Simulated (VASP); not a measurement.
# Mg2PbN2 (P-3m1) in VASP: a series of runs, part 2 of 2

VASP 6.6.1. The steps go on from the part before.

## (4) Single point, PBE

File INCAR:

```
SYSTEM = Mg2PbN2
PREC     = Accurate       ! precision mode
ENCUT    = 520            ! plane-wave cutoff, eV
EDIFF    = 1E-6           ! SCF threshold, eV
ISMEAR   = 0              ! smearing method
SIGMA    = 0.1            ! smearing width, eV
LREAL    = .False.        ! projectors in reciprocal space
LASPH    = .True.         ! aspherical terms in the spheres
NELM     = 60             ! most SCF steps
ALGO     = Normal         ! electronic algorithm
ISIF     = 2              ! what is computed and relaxed
LWAVE    = .False.        ! write WAVECAR
LCHARG   = .True.         ! write CHGCAR
GGA      = PE             ! functional
LELF     = .True.         ! ELF
LVHAR    = .True.       
NBANDS   = 22             ! bands
```

File KPOINTS:

```
regular mesh
0
Gamma
  7 7 4
  0 0 0
```

File POSCAR:

```
Mg2PbN2
1.0
    3.6268635271      0.0000000000      0.0000000000
   -1.8134317635      3.1409559505      0.0000000000
    0.0000000000      0.0000000000      6.5658920000
Pb Mg N
1 2 2
Direct
    0.0000000000      0.0000000000      0.5000000000
    0.3333333333      0.6666666667      0.8612240000
    0.6666666667      0.3333333333      0.1387760000
    0.3333333333      0.6666666667      0.2025450000
    0.6666666667      0.3333333333      0.7974550000
```

Potentials or basis: VASP PAW PBE potentials, release 64 (Pb_d, Mg, N).

On the command line:

```sh
$ cat potpaw_PBE.64/Pb_d/POTCAR potpaw_PBE.64/Mg/POTCAR potpaw_PBE.64/N/POTCAR > POTCAR
$ mpirun -np 1 vasp_std > vasp.out
```

OUTCAR:

```text
SYSTEM = Mg2PbN2
   PREC = Accurate
   ENCUT = 520
   EDIFF = 1E-6
   ISMEAR = 0
   LREAL = .False.
   LASPH = .True.
   NELM = 60
   ISIF = 2
   GGA = PE

 ion  position               nearest neighbor table
   1  0.000  0.000  0.500-   4 2.86   5 2.86   4 2.86   5 2.86   5 2.86   4 2.86   2 3.16   3 3.16
                             2 3.16   3 3.16   2 3.16   3 3.16
   2  0.333  0.667  0.861-   5 2.14   5 2.14   5 2.14   4 2.24   3 2.78   3 2.78   3 2.78   1 3.16
                             1 3.16   1 3.16
   3  0.667  0.333  0.139-   4 2.14   4 2.14   4 2.14   5 2.24   2 2.78   2 2.78   2 2.78   1 3.16
                             1 3.16   1 3.16
   4  0.333  0.667  0.203-   3 2.14   3 2.14   3 2.14   2 2.24   1 2.86   1 2.86   1 2.86
   5  0.667  0.333  0.797-   2 2.14   2 2.14   2 2.14   3 2.24   1 2.86   1 2.86   1 2.86

  LATTYP: Found a hexagonal cell.
 ALAT       =     3.6268635271
 C/A-ratio  =     1.8103498935

  Lattice vectors:

 A1 = (   3.6268635271,   0.0000000000,   0.0000000000)
 A2 = (  -1.8134317635,   3.1409559505,   0.0000000000)
 A3 = (   0.0000000000,   0.0000000000,   6.5658920000)

Analysis of symmetry for initial positions (statically):
=====================================================================
 Subroutine PRICEL returns:
 Original cell was already a primitive cell.

 Routine SETGRP: Setting up the symmetry group for a
 hexagonal supercell.

 Subroutine GETGRP returns: Found 12 space group operations
 (whereof 12 operations were pure point group operations)
 out of a pool of 24 trial point group operations.

The static configuration has the point symmetry D_3d.

Analysis of symmetry for dynamics (positions and initial velocities):
=====================================================================
 Subroutine PRICEL returns:
 Original cell was already a primitive cell.

 Routine SETGRP: Setting up the symmetry group for a
 hexagonal supercell.

 Subroutine GETGRP returns: Found 12 space group operations
 (whereof 12 operations were pure point group operations)
 out of a pool of 24 trial point group operations.

The dynamic configuration has the point symmetry D_3d.

 Subroutine INISYM returns: Found 12 space group operations
 (whereof 12 operations are pure point group operations),
 and found     1 'primitive' translations

----------------------------------------------------------------------------------------

                                     Primitive cell

  volume of cell :      74.7975

  direct lattice vectors                    reciprocal lattice vectors
     3.626863527  0.000000000  0.000000000     0.275720328  0.159187205  0.000000000
    -1.813431763  3.140955950  0.000000000     0.000000000  0.318374411  0.000000000
     0.000000000  0.000000000  6.565892000     0.000000000  0.000000000  0.152302231

  length of vectors
     3.626863527  3.626863527  6.565892000     0.318374411  0.318374411  0.152302231

  position of ions in fractional coordinates (direct lattice)
     0.000000000  0.000000000  0.500000000
     0.333333333  0.666666667  0.861224000
     0.666666667  0.333333333  0.138776000
     0.333333333  0.666666667  0.202545000
     0.666666667  0.333333333  0.797455000

  ion indices of the primitive-cell ions
   primitive index   ion index
                 1           1
                 2           2
                 3           3
                 4           4
                 5           5

[... 32 lines left out ...]
  0.142857  0.142857  0.000000      6.000000
  0.285714  0.142857  0.000000     12.000000
[... 16 lines left out ...]
  0.285714  0.000000  0.500000      6.000000
  0.428571  0.000000  0.500000      6.000000
 [... further k-points ...]
   k-points           NKPTS =     28   k-points in BZ     NKDIM =     28   number of bands    NBANDS=     22
   number of dos      NEDOS =    301   number of ions     NIONS =      5
   total plane-waves  NPLWV =  39200
   dimension x,y,z NGX =    28 NGY =   28 NGZ =   50
   dimension x,y,z NGXF=    56 NGYF=   56 NGZF=  100
   ions per type =               1   2   2
   NGX,Y,Z   is equivalent  to a cutoff of  12.83, 12.83, 12.66 a.u.
   NGXF,Y,Z  is equivalent  to a cutoff of  25.67, 25.67, 25.32 a.u.
 SYSTEM =  Mg2PbN2
   PREC   = accura    normal or accurate (medium, high low for compatibility)
   ISTART =      0    job   : 0-new  1-cont  2-samecut
   ICHARG =      2    charge: 1-file 2-atom 10-const
   ISPIN  =      1    spin polarized calculation?
   LNONCOLLINEAR =      F non collinear calculations
   LSORBIT =      F    spin-orbit coupling
   LASPH  =      T    aspherical Exc in radial PAW
   ENCUT  =  520.0 eV  38.22 Ry    6.18 a.u.   6.74  6.74 12.21*2*pi/ulx,y,z
   NELM   =     60;   NELMIN=  2; NELMDL= -5     # of ELM steps
   EDIFF  = 0.1E-05   stopping-criterion for ELM
   LREAL  =      F    real-space projection
   EDIFFG = 0.1E-04   stopping-criterion for IOM
   NSW    =      0    number of steps for IOM
   IBRION =     -1    ionic relax: 0-MD 1-quasi-New 2-CG
   NFREE  =      0    steps in history (QN), initial steepest desc. (CG)
   ISIF   =      2    stress and relaxation
   ISYM   =      2    0-nonsym 1-usesym 2-fastsym
   POTIM  = 0.5000    time-step for ionic-motion
   TEBEG  =    0.0;   TEEND  =   0.0 temperature during run
   PSTRESS=    0.0 pullay stress
   NELECT =      28.0000    total number of electrons
   NUPDOWN=      -1.0000    fix difference up-down
   EMIN   =  10.00;   EMAX   =-10.00  energy-range for DOS
   EFERMI =   0.00;   METHOD = LEGACY
   ISMEAR =     0;   SIGMA  =   0.10  broadening in eV -4-tet -1-fermi 0-gaus
   EFERMI_NEDOS =   21; number of points for ismear=-14 and -15
   IALGO  =     38    algorithm
   IMIX   =      4    mixing-type and parameters
     AMIX     =   0.40;   BMIX     =  1.00
     AMIX_MAG =   1.60;   BMIX_MAG =  1.00
  volume/ion in A,a.u.               =      14.96       100.95
  Fermi-wavevector in a.u.,A,eV,Ry     =   1.179864  2.229619 18.940382  1.392079
  Thomas-Fermi vector in A             =   2.316167
   LORBIT       =      0    0 simple, 1 ext, 2 COOP (PROOUT), +10 PAW based schemes
   GGA     = PE    functional components
   LHFCALC =     F    Hartree Fock is set to
   AEXX    =    0.0000 exact exchange contribution
   IVDW    =     0    specifies the selected vdW correction
   LEPSILON=     F    determine dielectric tensor
   LRPA    =     F    only Hartree local field effects (RPA)
 non-spin polarized calculation
 Gauss-broadening in eV      SIGMA  =   0.10
  energy-cutoff  :      520.00
  volume of cell :       74.80
 maximum number of plane-waves:      2040
 NGX is ok and might be reduce to    28
   NGX = 13   NGY = 13   NGZ = 25

 number of electron      27.9999999 magnetization

 Free energy of the ion-electron system (eV)
  ---------------------------------------------------
  ext. energy  EPLUGINS =         0.00000000
  ---------------------------------------------------
  free energy    TOTEN  =       -24.09637687 eV

  energy without entropy =      -24.09553273  energy(sigma->0) =      -24.09595480

 E-fermi :   5.5702     XC(G=0): -10.3014

 val. band max:        5.5455534514   @ k =   0.0000   0.0000   0.5000
 cond. band min:       5.6873291107   @ k =   0.4286   0.1429   0.5000
 fundamental gap:      0.1417756593
 Fermi energy:         5.5702248647

 k-point     1 :       0.0000    0.0000    0.0000
  band No.  band energies     occupation
      1     -11.7371      2.00000
      2     -11.7371      2.00000
      3     -11.6900      2.00000
      4     -11.5540      2.00000
      5     -11.5540      2.00000
      6      -8.6649      2.00000
[... 589 lines left out ...]
     21      13.7045      0.00000
     22      14.8123      0.00000

 [... further k-points ...]

------------------------ aborting loop because EDIFF is reached ----------------------------------------

  FORCE on cell =-STRESS in cart. coord.  units (eV):
  Direction    XX          YY          ZZ          XY          YZ          ZX
  --------------------------------------------------------------------------------------
  -------------------------------------------------------------------------------------
  Total       -0.1924541     -0.1924541     -0.1861528     -0.0000000     -0.0000000      0.0000000
  in kB       -4.1224073     -4.1224073     -3.9874323     -0.0000000     -0.0000000      0.0000000
  external PRESSURE =      -4.0774156 kB  Pullay stress =       0.0000000 kB

 VOLUME and BASIS-vectors are now :
 -----------------------------------------------------------------------------
  energy-cutoff  :      520.00
  volume of cell :       74.80
      direct lattice vectors                 reciprocal lattice vectors
     3.626863527  0.000000000  0.000000000     0.275720328  0.159187205  0.000000000
    -1.813431763  3.140955950  0.000000000     0.000000000  0.318374411  0.000000000
     0.000000000  0.000000000  6.565892000     0.000000000  0.000000000  0.152302231

 POSITION                                       TOTAL-FORCE (eV/Angst)
 -----------------------------------------------------------------------------------
      0.00000      0.00000      3.28295        -0.000000      0.000000      0.000000
     -0.00000      2.09397      5.65470        -0.000000      0.000000     -0.000745
      1.81343      1.04699      0.91119         0.000000     -0.000000      0.000745
     -0.00000      2.09397      1.32989        -0.000000     -0.000000     -0.006774
      1.81343      1.04699      5.23600         0.000000      0.000000      0.006774
 -----------------------------------------------------------------------------------
    total drift:                                0.000000      0.000000      0.000000

  FREE ENERGIE OF THE ION-ELECTRON SYSTEM (eV)
  ---------------------------------------------------
  free  energy   TOTEN  =       -24.0963768747 eV

  energy  without entropy=      -24.0955327275  energy(sigma->0) =      -24.09595480
```

Run time: 38 s. Hardware: 1 thread of AMD EPYC 7R13 (Zen 3), shared host; peak memory 0.18 GiB.

What came out:

| Item | Value |
| --- | --- |
| Free energy | -24.0964 eV |
| Pressure | -0.4 GPa |
| Largest force | 0.007 eV/Å |
| Band gap on the k mesh | 0.14 eV (least direct gap 0.24 eV) |

Forces on the atoms (eV/Å):
```
Pb   0.000  0.000  0.000
Mg   0.000  0.000 -0.001
Mg   0.000  0.000  0.001
N    0.000  0.000 -0.007
N    0.000  0.000  0.007
```

Caveat: spin-orbit coupling is left out, which moves the levels of the heavy elements; an odd mesh through Γ misses points on the zone boundary, where band edges can lie.
